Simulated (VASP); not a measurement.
## Tc: relaxation of cell and atoms with PBEsol

The system is Tc.

```
CELL_PARAMETERS angstrom
2.74000 0.00000 0.00000
-1.37000 2.37291 0.00000
0.00000 0.00000 4.39800
ATOMIC_POSITIONS crystal
Tc 0.66667 0.33333 0.75000
Tc 0.33333 0.66667 0.25000
```

```yaml
Program: VASP 6.6.1
Task: relaxation of cell and atoms
Functional: PBEsol
Potentials_or_basis: VASP PAW PBE potentials, release 64 (Tc_pv)
Cutoff: 600 eV
k_mesh: 11 × 11 × 6
Occupations: fermi-dirac, width 0.05 eV
Spin: no spin polarisation
Target_pressure: 5 GPa
Dipole_correction: no
Further_INCAR_settings: ALGO = Normal; EDIFF = 1e-06; IBRION = 2; EDIFFG = -0.01; NSW = 60; ISIF = 3
```

```
Relaxed volume                                         : 13.77 Å³/atom
Relaxed cell                                           : a = 2.706 Å, b = 2.706 Å, c = 4.343 Å, α = 90.00°, β = 90.00°, γ = 120.00°
Space group after relaxing (to 0.05 Å)                 : P6_3/mmc (No. 194)
Energy change on relaxing (the enthalpy is what falls) : -4.2 meV/atom
Ionic steps                                            : 4
Pressure after relaxing                                : 4.9 GPa
Band gap on the k mesh                                 : zero (band 13 reaches 14.68 eV, above the bottom of band 14 at 11.38 eV)
```

Step by step:
| step | energy change (eV) | largest force (eV/Å) | pressure (GPa) | volume (Å³) |
| --- | --- | --- | --- | --- |
| 1 | 0.0000 | 0.0000 | -7.10 | 28.59 |
| 2 | 0.5914 | 0.0000 | 61.11 | 24.36 |
| 3 | -0.0098 | 0.0000 | 4.27 | 27.60 |
| 4 | -0.0084 | 0.0000 | 4.92 | 27.55 |

Final structure:
```cif
data_structure
_symmetry_space_group_name_H-M 'P 1'
_symmetry_Int_Tables_number 1
_cell_length_a 2.7062
_cell_length_b 2.7062
_cell_length_c 4.3432
_cell_angle_alpha 90.000
_cell_angle_beta 90.000
_cell_angle_gamma 120.000
_cell_volume 27.55
loop_
_atom_site_label
_atom_site_type_symbol
_atom_site_fract_x
_atom_site_fract_y
_atom_site_fract_z
_atom_site_occupancy
Tc1 Tc 0.66667 0.33333 0.75000 1
Tc2 Tc 0.33333 0.66667 0.25000 1
```

Levels at points of the mesh, in eV from the Fermi level:
```tsv
k point	band 11	band 12	band 13	band 14	band 15	band 16
(0.00, 0.00, 0.00)	-1.57	-0.88	-0.88	-0.12	-0.12	1.76
(0.00, 0.00, 0.50)	-1.78	-1.78	-1.78	-1.78	1.99	1.99
```

Wall time 62 s on 1 thread of Intel Xeon 6975P-C, on a shared host, peak memory 0.18 GiB.

Caveat: the cell is relaxed towards a set pressure, so the enthalpy falls and the energy may rise; the PAW data sets were made with another functional, which shifts forces and pressure a little.
